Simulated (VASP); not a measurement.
## As: single point with LDA

The system is As.

```xyz
2
Lattice="0.0000 2.7535 2.7535 2.7535 0.0000 2.7535 2.7535 2.7535 0.0000" Properties=species:S:1:pos:R:3 pbc="T T T"
As    0.0000    0.0000    0.0000
As    1.3767    1.3767    1.3767
```

```
Program                : VASP 6.6.1
Task                   : single point
Functional             : LDA
Potentials or basis    : VASP PAW LDA potentials, release 64 (As)
Cutoff                 : 520 eV
k mesh                 : 12 × 12 × 12
Occupations            : fermi-dirac, width 0.1 eV
Spin                   : no spin polarisation
Dipole correction      : no
Further INCAR settings : ALGO = Normal; EDIFF = 1e-07; NBANDS = 12
```

| Item | Value |
| --- | --- |
| Pressure | 20.8 GPa |
| Band gap on the k mesh | zero (band 5 reaches 7.71 eV, above the bottom of band 6 at 4.66 eV) |

Levels at points of the mesh, in eV from the Fermi level:
```
           k point  band 2  band 3  band 4  band 5  band 6  band 7  band 8  band 9
(0.00, 0.00, 0.00)   -4.21   -2.91   -2.91   -2.91    0.22    0.22    0.22    4.88
(0.50, 0.00, 0.00)  -10.84   -4.21   -4.21   -2.83    1.63    1.63    5.77    8.31
(0.50, 0.50, 0.00)  -12.50   -5.73   -5.73   -1.40   -1.40    6.75    6.75    9.17
```

It took 18 s on 1 thread of Intel(R) Xeon(R) 6975P-C (Granite Rapids), with other jobs on the host, peak memory 0.16 GiB.
